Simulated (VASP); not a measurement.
A run of VASP 6.6.1:

Contents of INCAR:

```
SYSTEM = ZrC
PREC = Accurate
ENCUT = 520
EDIFF = 1E-6
ISMEAR = 0
SIGMA = 0.15
LREAL = .False.
LASPH = .True.
NELM = 60
ALGO = Normal
ISIF = 2
LWAVE = .False.
LCHARG = .True.
LELF = .True.
LVHAR = .True.
NBANDS = 15
```

Contents of KPOINTS:

```
Automatic mesh
0
Gamma
  16 16 16
  0 0 0
```

POSCAR

```
ZrC
1.0
    0.0000000000      2.2395031095      2.4831796137
    2.2395031095      0.0000000000      2.4831796137
    2.2395031095      2.2395031095      0.0000000000
Zr C
1 1
Direct
    0.4983745445      0.5016254555      0.5016254555
    0.0123452608     -0.0123452608     -0.0123452608
```

Potentials or basis: VASP PAW LDA potentials, release 64 (Zr_sv, C).

Command:

```sh
$ cat potpaw_LDA.64/Zr_sv/POTCAR potpaw_LDA.64/C/POTCAR > POTCAR
$ mpirun -np 1 vasp_std > vasp.out
```

Hardware: 1 thread of Intel(R) Xeon(R) 6975P-C (Granite Rapids) (shared host).

**Question.** How long does it take, and how much memory?

**Answer.** It took 90 s on 1 thread of Intel(R) Xeon(R) 6975P-C (Granite Rapids) (shared host), peak memory 0.33 GiB. Counts: scf iterations 13, k points 621.
